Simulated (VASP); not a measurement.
CsH:

```
Cs H
1.0
     4.41813    0.00000    0.00000
    -2.20906    3.82621    0.00000
     0.00000    0.00000    7.89387
Cs H
2 2
Direct
  0.00000 0.00000 0.00000
  0.00000 0.00000 0.50000
  0.33333 0.66667 0.25000
  0.66667 0.33333 0.75000
```

| Quantity | Value |
| --- | --- |
| Program | VASP 6.6.1 |
| Task | relaxation of cell and atoms |
| Functional | LDA |
| Potentials or basis | VASP PAW LDA potentials, release 64 (Cs_sv, H) |
| Cutoff | 600 eV |
| k mesh | 6 × 6 × 4 |
| Occupations | fermi-dirac, width 0.02 eV |
| Spin | no spin polarisation |

At the start: pressure -1.5 GPa; volume 33.36 Å³/atom.

Q: How do energy, volume and symmetry change on relaxing?

A: Over 8 steps the energy falls by 24.8 meV/atom and the volume is 28.50 Å³/atom (-14.6 %); space group P6_3/mmc (No. 194, to 0.1 Å) before and after.

Step by step:
```
step  energy change (eV)  largest force (eV/Å)  pressure (GPa)  volume (Å³)
   1              0.0000                0.0000           -1.46       133.44
   2             -0.0472                0.0000           -1.13       127.67
   3             -0.0950                0.0000           -0.25       116.95
   4             -0.0964                0.0000            0.01       114.61
   5             -0.0964                0.0000           -0.03       114.97
   6             -0.0980                0.0000           -0.08       114.67
   7             -0.0993                0.0000           -0.01       113.89
   8             -0.0993                0.0000            0.02       114.00
```

Final structure:
```yaml
crystal:
  lattice:
    - [4.17855, 0.00000, 0.00000]
    - [-2.08927, 3.61873, 0.00000]
    - [0.00000, 0.00000, 7.53928]
  atoms:
    - { symbol: Cs, position: [0.00000, 0.00000, 0.00000] }
    - { symbol: Cs, position: [0.00000, 0.00000, 0.50000] }
    - { symbol: H, position: [0.33333, 0.66667, 0.25000] }
    - { symbol: H, position: [0.66667, 0.33333, 0.75000] }
```
